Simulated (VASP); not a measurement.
Wanted: the native input for a VASP 6.6.1 run.

| Quantity | Value |
| --- | --- |
| Task | single point |
| Functional | PBE |
| Dispersion | D3(BJ) |
| Potentials or basis | VASP PAW PBE potentials, release 64 (Ti_sv, O) |
| Cutoff | 520 eV |
| k mesh | 9 × 9 × 9 |
| Occupations | gaussian, width 0.05 eV |
| Spin | no spin polarisation |
| Hubbard terms | Ti d U = 4.0 eV |
| Dipole correction | no |
| Further INCAR settings | ALGO = Normal; EDIFF = 1e-06; NBANDS = 19 |

The structure of TiO2 lies in POSCAR:

```
TiO2
1.0
    1.4338500000      0.8278336835      3.8378333333
   -1.4338500000      0.8278336835      3.8378333333
    0.0000000000     -1.6556673670      3.8378333333
Ti O
1 2
Direct
    0.0000000000      0.0000000000      0.0000000000
    0.6017580785      0.6017580785      0.6017580785
    0.3982419215      0.3982419215      0.3982419215
```

The input as run:

INCAR

```
ALGO = Normal
EDIFF = 1E-6
ENCUT = 520
GGA = PE
ISIF = 2
ISMEAR = 0
IVDW = 12
LASPH = True
LCHARG = False
LDAU = True
LDAUJ = 0 0
LDAUL = 2 -1
LDAUPRINT = 1
LDAUTYPE = 2
LDAUU = 4 0
LMAXMIX = 4
LREAL = False
LWAVE = False
NBANDS = 19
NELM = 150
PREC = Accurate
SIGMA = 0.05
```

KPOINTS

```
k-points
0
Gamma
  9 9 9
```

Potentials or basis: VASP PAW PBE potentials, release 64 (Ti_sv, O).

Command:

```console
$ cat potpaw_PBE.64/Ti_sv/POTCAR potpaw_PBE.64/O/POTCAR > POTCAR
$ mpirun -np 1 vasp_std > vasp.out
```

It gave:

```json
{
 "Pressure": "98.9 GPa",
 "Largest force": "6.565 eV/Å",
 "Band gap on the k mesh": "3.04 eV (least direct gap 3.66 eV)",
 "Dispersion energy per atom": "-0.282 eV"
}
```

Caveat: the stress differs along the axes, from 86 to 105 GPa; forces of over 1 eV/Å act on the atoms, so gaps and moduli don't describe the material at rest.

It took 79 s on 1 thread of Intel Xeon 8259CL, with other jobs on the host, peak memory 0.21 GiB.
